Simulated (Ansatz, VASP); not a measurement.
## TaN: VASP beside Ansatz

File INCAR:

```
SYSTEM = TaN
ALGO = Normal
EDIFF = 1E-8
ENCUT = 520
GGA = PS
ISIF = 2
ISMEAR = -1
LASPH = .TRUE.
LCHARG = .FALSE.
LEFG = .TRUE.
LREAL = .FALSE.
LWAVE = .FALSE.
NBANDS = 24
NELM = 60
PREC = Accurate
SIGMA = 0.01
```

Contents of KPOINTS:

```
k-points
0
G
  11 11 6
  0 0 0
```

The input POSCAR:

```
TaN
1.0
    3.0881118675      0.0000000000      0.0000000000
   -1.5440559337      2.6743833269      0.0000000000
    0.0000000000      0.0000000000      4.9827179480
Ta N
2 2
Direct
    0.0000000000      0.0000000000      0.0000000000
    0.0000000000      0.0000000000      0.5000000000
    0.3333333333      0.6666666667      0.2500000000
    0.6666666667      0.3333333333      0.7500000000
```

Input for Ansatz:

```yaml
crystal:
  lattice:
    - [3.0881118675, 0.0, 0.0]
    - [-1.5440559337, 2.6743833269, 0.0]
    - [0.0, 0.0, 4.982717948]
  atoms:
    - { symbol: Ta, position: [0.0, 0.0, 0.0] }
    - { symbol: Ta, position: [0.0, 0.0, 0.5] }
    - { symbol: "N", position: [0.3333333333, 0.6666666667, 0.25] }
    - { symbol: "N", position: [0.6666666667, 0.3333333333, 0.75] }
kpoints:
  mp_grid: { grid: [11, 11, 6] }
scf:
  occupations: { method: fermi_dirac, width: 0.01 }
hamiltonian:
  xc: pbesol
  pseudopotentials: { kind: all_electron, datasets: crystal }
output:
  forces: true
  stress: true
  eigenvalues: true
  efg: { contact_densities: true }
```

Change from the starting cell: volume scaled by 1.04, crystal datasets.

Alike in both runs: task electric field gradients; functional PBEsol; k mesh 11 × 11 × 6; occupations fermi-dirac, width 0.01 eV; no spin polarisation.

|  | VASP | Ansatz |
| --- | --- | --- |
| version | VASP 6.6.1 | Ansatz 0.2.0 |
| potentials or method | VASP PAW PBE potentials, release 64 (Ta_pv, N), cutoff 520 eV | all-electron PAW with datasets made for the crystal, scalar-relativistic |

VASP gave:

| Property | Result |
| --- | --- |
| pressure (GPa) | 30.8 |
| traceless stress, the component that is largest in VASP (GPa) | 48.08 |
| size of Vzz on the site where it differs most (V/Å²) | 173.3 |

Which values does Ansatz return?

Pressure (GPa): 29.2; traceless stress, the component that is largest in VASP (GPa): 47.45; size of Vzz on the site where it differs most (V/Å²): 196.3.

VASP's potentials were made for PBE, not for PBEsol. Both programs put the cell under a high pressure, so it lies far from rest at this level. Ansatz ran all-electron here, and VASP with PAW potentials.

Spin-orbit coupling is off throughout.
